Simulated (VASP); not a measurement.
Input of a VASP 6.6.1 run:

INCAR

```
PREC     = Accurate       # precision mode
ENCUT    = 520            # plane-wave cutoff, eV
EDIFF    = 1E-6           # SCF threshold, eV
ISMEAR   = 0              # smearing method
SIGMA    = 0.05           # smearing width, eV
LREAL    = F              # projectors in reciprocal space
LASPH    = T              # aspherical terms in the spheres
NELM     = 100            # most SCF steps
ALGO     = Normal         # electronic algorithm
ISIF     = 2              # what is computed and relaxed
LWAVE    = F              # write WAVECAR
LCHARG   = F              # write CHGCAR
GGA      = PE             # functional
IVDW     = 12             # dispersion correction
NBANDS   = 35             # bands
```

Contents of KPOINTS:

```
Automatic mesh
0
Gamma
  12 12 4
```

POSCAR

```
WS2
1.0
    3.1542061832      0.0000000000      0.0000000000
   -1.5771030916      2.7316226834      0.0000000000
    0.0000000000      0.0000000000     12.1399091344
W S
2 4
Direct
    0.3333333333      0.6666666667      0.2500000000
    0.6666666667      0.3333333333      0.7500000000
    0.3333333333      0.6666666667      0.6326433616
    0.6666666667      0.3333333333      0.1202874207
    0.3333333333      0.6666666667      0.8797125793
    0.6666666667      0.3333333333      0.3797125793
```

Potentials or basis: VASP PAW PBE potentials, release 64 (W_sv, S).

The run is started by

```console
$ cat potpaw_PBE.64/W_sv/POTCAR potpaw_PBE.64/S/POTCAR > POTCAR
$ mpirun -np 1 vasp_std > vasp.out
```

Question: Estimate the pressure.

Answer: 4.6 GPa.

Question: Estimate the largest force.

Answer: 3.232 eV/Å.

Question: Estimate the band gap on the k mesh.

Answer: 0.75 eV (least direct gap 1.51 eV).

Question: Predict the dispersion energy per atom.

Answer: -0.435 eV.

Stress tensor (GPa, compression positive):
```
3.29 0.00 0.00
0.00 3.29 0.00
0.00 0.00 7.31
```

Caveat: the cell differs from its parent crystal (atom 3 (S) moved by (+0.000, +0.150) A along y and z); the cell stands under pressure; spin-orbit coupling is left out, which moves the levels of the heavy elements; forces of over 1 eV/Å act on the atoms, so gaps and moduli don't describe the material at rest. A k mesh can miss the band edges.
